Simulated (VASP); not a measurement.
# InSb (Pmmn) in VASP: single point with PBE

Aim: the single point of InSb with PBE.

All numbers are computed with VASP 6.6.1; they aren't measurements. Logs are shortened: lines on timing, memory, paths and dates and some standing lists are left out, and cuts for length are marked.

**1. The cell of the first run**

It takes space group Pmmn (No. 59, orthorhombic). Conventional cell: a = 5.462 Å, b = 5.824 Å, c = 3.123 Å, α = 90.00°, β = 90.00°, γ = 90.00°. In (site symmetry mm2) has 8 Sb at 2.93 to 4.04 Å and 6 In at 3.12 to 4.14 Å within 4.2 Å. Within 4.6 Å of Sb (site symmetry mm2) lie 10 In at 2.93 to 4.51 Å and 10 Sb at 3.12 to 4.35 Å.

**2. Single point, PBE (24.84 Å³/atom)**

Input file INCAR:

```
ALGO = Normal
EDIFF = 1E-7
ENCUT = 520
GGA = PE
ISIF = 2
ISMEAR = -1
LASPH = T
LCHARG = F
LREAL = F
LWAVE = F
NBANDS = 26
NELM = 100
PREC = Accurate
SIGMA = 0.05
```

Input file KPOINTS:

```
k-points
0
Gamma
  9 8 15
```

Input file POSCAR:

```
InSb
1.0
    5.4620658897      0.0000000000      0.0000000000
    0.0000000000      5.8240284417      0.0000000000
    0.0000000000      0.0000000000      3.1230740751
In Sb
2 2
Direct
    0.0000000000      0.0000000000      0.1747868578
    0.5000000000      0.5000000000     -0.1747868578
    0.5000000000      0.0000000000      0.7223618571
    0.0000000000      0.5000000000      0.2776381429
```

Potentials or basis: VASP PAW PBE potentials, release 64 (In_d, Sb).

Command:

```bash
$ cat potpaw_PBE.64/In_d/POTCAR potpaw_PBE.64/Sb/POTCAR > POTCAR
$ mpirun -np 1 vasp_std > vasp.out
```

OUTCAR:

```text
EDIFF = 1E-7
   ENCUT = 520
   GGA = PE
   ISIF = 2
   ISMEAR = -1
   LASPH = T
   LREAL = F
   NELM = 100
   PREC = Accurate

 ion  position               nearest neighbor table
   1  0.000  0.000  0.175-   4 2.93   4 2.93   3 3.07   3 3.07   3 3.22   3 3.22
   2  0.500  0.500  0.825-   3 2.93   3 2.93   4 3.07   4 3.07   4 3.22   4 3.22
   3  0.500  0.000  0.722-   2 2.93   2 2.93   1 3.07   1 3.07   1 3.22   1 3.22
   4  0.000  0.500  0.278-   1 2.93   1 2.93   2 3.07   2 3.07   2 3.22   2 3.22

  LATTYP: Found a simple orthorhombic cell.
 ALAT       =     3.1230740751
 B/A-ratio  =     1.7489389487
 C/A-ratio  =     1.8648383937

  Lattice vectors:

 A1 = (   0.0000000000,   0.0000000000,   3.1230740751)
 A2 = (   5.4620658897,   0.0000000000,   0.0000000000)
 A3 = (   0.0000000000,   5.8240284417,   0.0000000000)

Analysis of symmetry for initial positions (statically):
=====================================================================
 Subroutine PRICEL returns:
 Original cell was already a primitive cell.

 Routine SETGRP: Setting up the symmetry group for a
 simple orthorhombic supercell.

 Subroutine GETGRP returns: Found  8 space group operations
 (whereof  4 operations were pure point group operations)
 out of a pool of  8 trial point group operations.

The static configuration has the point symmetry C_2v.
 The point group associated with its full space group is D_2h.

Analysis of symmetry for dynamics (positions and initial velocities):
=====================================================================
 Subroutine PRICEL returns:
 Original cell was already a primitive cell.

 Routine SETGRP: Setting up the symmetry group for a
 simple orthorhombic supercell.

 Subroutine GETGRP returns: Found  8 space group operations
 (whereof  4 operations were pure point group operations)
 out of a pool of  8 trial point group operations.

The dynamic configuration has the point symmetry C_2v.
 The point group associated with its full space group is D_2h.

 Subroutine INISYM returns: Found  8 space group operations
 (whereof  4 operations are pure point group operations),
 and found     1 'primitive' translations

----------------------------------------------------------------------------------------

                                     Primitive cell

  volume of cell :      99.3488

  direct lattice vectors                    reciprocal lattice vectors
     5.462065890  0.000000000  0.000000000     0.183080911  0.000000000  0.000000000
     0.000000000  5.824028442  0.000000000     0.000000000  0.171702458  0.000000000
     0.000000000  0.000000000  3.123074075     0.000000000  0.000000000  0.320197336

  length of vectors
     5.462065890  5.824028442  3.123074075     0.183080911  0.171702458  0.320197336

  position of ions in fractional coordinates (direct lattice)
     0.000000000  0.000000000  0.174786858
     0.500000000  0.500000000  0.825213142
     0.500000000  0.000000000  0.722361857
     0.000000000  0.500000000  0.277638143

  ion indices of the primitive-cell ions
   primitive index   ion index
                 1           1
                 2           2
                 3           3
                 4           4

----------------------------------------------------------------------------------------

 KPOINTS: k-points

Automatic generation of k-mesh.
 Grid dimensions read from file:
 generate k-points for:    9    8   15

 Generating k-lattice:

  Cartesian coordinates                     Fractional coordinates (reciprocal lattice)
     0.020342323  0.000000000  0.000000000     0.111111111  0.000000000  0.000000000
     0.000000000  0.021462807  0.000000000     0.000000000  0.125000000  0.000000000
     0.000000000  0.000000000  0.021346489     0.000000000  0.000000000  0.066666667

  Length of vectors
     0.020342323  0.021462807  0.021346489

  Shift w.r.t. Gamma in fractional coordinates (k-lattice)
     0.000000000  0.000000000  0.000000000

 Subroutine IBZKPT returns following result:
 ===========================================

 Found    200 irreducible k-points:

 Following reciprocal coordinates:
            Coordinates               Weight
  0.000000  0.000000  0.000000      1.000000
  0.111111  0.000000  0.000000      2.000000
  0.222222  0.000000  0.000000      2.000000
  0.333333  0.000000  0.000000      2.000000
  0.444444  0.000000  0.000000      2.000000
  0.000000  0.125000  0.000000      2.000000
[... 16 lines left out ...]
  0.222222  0.500000  0.000000      2.000000
  0.333333  0.500000  0.000000      2.000000
 [... further k-points ...]
   k-points           NKPTS =    200   k-points in BZ     NKDIM =    200   number of bands    NBANDS=     26
   number of dos      NEDOS =    301   number of ions     NIONS =      4
   total plane-waves  NPLWV =  48384
   dimension x,y,z NGX =    42 NGY =   48 NGZ =   24
   dimension x,y,z NGXF=    84 NGYF=   96 NGZF=   48
   ions per type =               2   2
   NGX,Y,Z   is equivalent  to a cutoff of  12.78, 13.70, 12.78 a.u.
   NGXF,Y,Z  is equivalent  to a cutoff of  25.57, 27.40, 25.55 a.u.
 SYSTEM =  unknown system
   PREC   = accura    normal or accurate (medium, high low for compatibility)
   ISTART =      0    job   : 0-new  1-cont  2-samecut
   ICHARG =      2    charge: 1-file 2-atom 10-const
   ISPIN  =      1    spin polarized calculation?
   LNONCOLLINEAR =      F non collinear calculations
   LSORBIT =      F    spin-orbit coupling
   LASPH  =      T    aspherical Exc in radial PAW
   ENCUT  =  520.0 eV  38.22 Ry    6.18 a.u.  10.16 10.83  5.81*2*pi/ulx,y,z
   NELM   =    100;   NELMIN=  2; NELMDL= -5     # of ELM steps
   EDIFF  = 0.1E-06   stopping-criterion for ELM
   LREAL  =      F    real-space projection
   EDIFFG = 0.1E-05   stopping-criterion for IOM
   NSW    =      0    number of steps for IOM
   IBRION =     -1    ionic relax: 0-MD 1-quasi-New 2-CG
   NFREE  =      0    steps in history (QN), initial steepest desc. (CG)
   ISIF   =      2    stress and relaxation
   ISYM   =      2    0-nonsym 1-usesym 2-fastsym
   POTIM  = 0.5000    time-step for ionic-motion
   TEBEG  =    0.0;   TEEND  =   0.0 temperature during run
   PSTRESS=    0.0 pullay stress
   NELECT =      36.0000    total number of electrons
   NUPDOWN=      -1.0000    fix difference up-down
   EMIN   =  10.00;   EMAX   =-10.00  energy-range for DOS
   EFERMI =   0.00;   METHOD = LEGACY
   ISMEAR =    -1;   SIGMA  =   0.05  broadening in eV -4-tet -1-fermi 0-gaus
   EFERMI_NEDOS =   21; number of points for ismear=-14 and -15
   IALGO  =     38    algorithm
   IMIX   =      4    mixing-type and parameters
     AMIX     =   0.40;   BMIX     =  1.00
     AMIX_MAG =   1.60;   BMIX_MAG =  1.00
  volume/ion in A,a.u.               =      24.84       167.61
  Fermi-wavevector in a.u.,A,eV,Ry     =   1.167136  2.205567 18.533941  1.362206
  Thomas-Fermi vector in A             =   2.303640
   LORBIT       =      0    0 simple, 1 ext, 2 COOP (PROOUT), +10 PAW based schemes
   GGA     = PE    functional components
   LHFCALC =     F    Hartree Fock is set to
   AEXX    =    0.0000 exact exchange contribution
   IVDW    =     0    specifies the selected vdW correction
   LEPSILON=     F    determine dielectric tensor
   LRPA    =     F    only Hartree local field effects (RPA)
 non-spin polarized calculation
  energy-cutoff  :      520.00
  volume of cell :       99.35
 maximum number of plane-waves:      2700
 NGX is ok and might be reduce to    42
   NGX = 21   NGY = 21   NGZ = 11

 number of electron      35.9999991 magnetization

 Free energy of the ion-electron system (eV)
  ---------------------------------------------------
  ext. energy  EPLUGINS =         0.00000000
  ---------------------------------------------------
  free energy    TOTEN  =       -13.07097134 eV

  energy without entropy =      -13.05628692  energy(sigma->0) =      -13.06362913

 E-fermi :   8.8301     XC(G=0): -10.4794

 val. band max:        8.8268182828   @ k =   0.2222   0.1250   0.1333
 cond. band min:       8.8382412723   @ k =   0.1111   0.3750   0.4667
 fundamental gap:      0.0114229895
 Fermi energy:         8.8300815856

 k-point     1 :       0.0000    0.0000    0.0000
  band No.  band energies     occupation
      1      -6.2370      2.00000
      2      -6.2356      2.00000
      3      -6.1581      2.00000
      4      -5.9686      2.00000
      5      -5.9526      2.00000
      6      -5.8705      2.00000
[... 18 lines left out ...]
     25      18.0345      0.00000
     26      18.4297      0.00000

 k-point     2 :       0.1111    0.0000    0.0000
  band No.  band energies     occupation
      1      -6.2363      2.00000
      2      -6.2345      2.00000
      3      -6.1503      2.00000
      4      -5.9663      2.00000
      5      -5.9556      2.00000
      6      -5.8742      2.00000
[... 18 lines left out ...]
     25      18.0513      0.00000
     26      18.1330      0.00000

 k-point     3 :       0.2222    0.0000    0.0000
  band No.  band energies     occupation
      1      -6.2347      2.00000
      2      -6.2324      2.00000
      3      -6.1275      2.00000
      4      -5.9660      2.00000
      5      -5.9592      2.00000
      6      -5.8843      2.00000
[... 18 lines left out ...]
     25      17.2626      0.00000
     26      17.4722      0.00000

 k-point     4 :       0.3333    0.0000    0.0000
  band No.  band energies     occupation
      1      -6.2327      2.00000
      2      -6.2309      2.00000
      3      -6.0929      2.00000
      4      -5.9858      2.00000
      5      -5.9479      2.00000
      6      -5.8992      2.00000
[... 18 lines left out ...]
     25      15.9387      0.00000
     26      16.6168      0.00000
[... 496 lines left out ...]
      1      -6.2240      2.00000
      2      -6.2240      2.00000
      3      -6.0393      2.00000
      4      -6.0393      2.00000
      5      -5.9252      2.00000
      6      -5.9252      2.00000
[... 18 lines left out ...]
     25      16.6637      0.00000
     26      16.6638      0.00000

 k-point    23 :       0.2222    0.5000    0.0000
  band No.  band energies     occupation
      1      -6.2240      2.00000
      2      -6.2240      2.00000
      3      -6.0287      2.00000
      4      -6.0287      2.00000
      5      -5.9265      2.00000
      6      -5.9265      2.00000
[... 18 lines left out ...]
     25      16.5534      0.00000
     26      16.5534      0.00000

 k-point    24 :       0.3333    0.5000    0.0000
  band No.  band energies     occupation
      1      -6.2240      2.00000
      2      -6.2240      2.00000
      3      -6.0166      2.00000
      4      -6.0166      2.00000
      5      -5.9280      2.00000
      6      -5.9280      2.00000
[... 18 lines left out ...]
     25      16.6166      0.00000
     26      16.6166      0.00000

 [... further k-points ...]

------------------------ aborting loop because EDIFF is reached ----------------------------------------

  FORCE on cell =-STRESS in cart. coord.  units (eV):
  Direction    XX          YY          ZZ          XY          YZ          ZX
  --------------------------------------------------------------------------------------
  -------------------------------------------------------------------------------------
  Total        4.6132202      5.3887466      5.1134492      0.0000000      0.0000000      0.0000000
  in kB       74.3964236     86.9031731     82.4635108      0.0000000      0.0000000      0.0000000
  external PRESSURE =      81.2543691 kB  Pullay stress =       0.0000000 kB

 VOLUME and BASIS-vectors are now :
 -----------------------------------------------------------------------------
  energy-cutoff  :      520.00
  volume of cell :       99.35
      direct lattice vectors                 reciprocal lattice vectors
     5.462065890  0.000000000  0.000000000     0.183080911  0.000000000  0.000000000
     0.000000000  5.824028442  0.000000000     0.000000000  0.171702458  0.000000000
     0.000000000  0.000000000  3.123074075     0.000000000  0.000000000  0.320197336

 POSITION                                       TOTAL-FORCE (eV/Angst)
 -----------------------------------------------------------------------------------
      0.00000      0.00000      0.54587         0.000000      0.000000      0.005770
      2.73103      2.91201      2.57720         0.000000      0.000000     -0.005770
      2.73103      0.00000      2.25599         0.000000      0.000000     -0.006904
      0.00000      2.91201      0.86708         0.000000      0.000000      0.006904
 -----------------------------------------------------------------------------------
    total drift:                                0.000000     -0.000000      0.000000

  FREE ENERGIE OF THE ION-ELECTRON SYSTEM (eV)
  ---------------------------------------------------
  free  energy   TOTEN  =       -13.0709713374 eV

  energy  without entropy=      -13.0562869199  energy(sigma->0) =      -13.06362913
```

Wall time 5 min (1 thread of Intel Xeon Platinum 8375C at 2.90GHz (Ice Lake), shared host); peak memory 0.55 GiB.

Results:

```
Free energy            : -13.0710 eV
Pressure               : 8.1 GPa
Largest force          : 0.007 eV/Å
Band gap on the k mesh : zero (bands 18 and 19 overlap by 3.61 eV)
```

Forces in eV/Å, atoms in the order of the input:
```
In   0.000  0.000  0.006
In   0.000  0.000 -0.006
Sb   0.000  0.000 -0.007
Sb   0.000  0.000  0.007
```

Levels at points of the mesh, in eV from the Fermi level:
| k point | band 15 | band 16 | band 17 | band 18 | band 19 | band 20 | band 21 | band 22 |
| --- | --- | --- | --- | --- | --- | --- | --- | --- |
| (0.00, 0.00, 0.00) | -5.27 | -2.94 | -2.57 | -2.19 | 3.05 | 3.19 | 4.78 | 6.23 |
| (0.00, 0.50, 0.00) | -4.20 | -4.20 | -0.31 | -0.31 | 3.47 | 3.47 | 4.08 | 4.08 |

Caveat: the cell stands under pressure; spin-orbit coupling is left out, which moves the levels of the heavy elements.
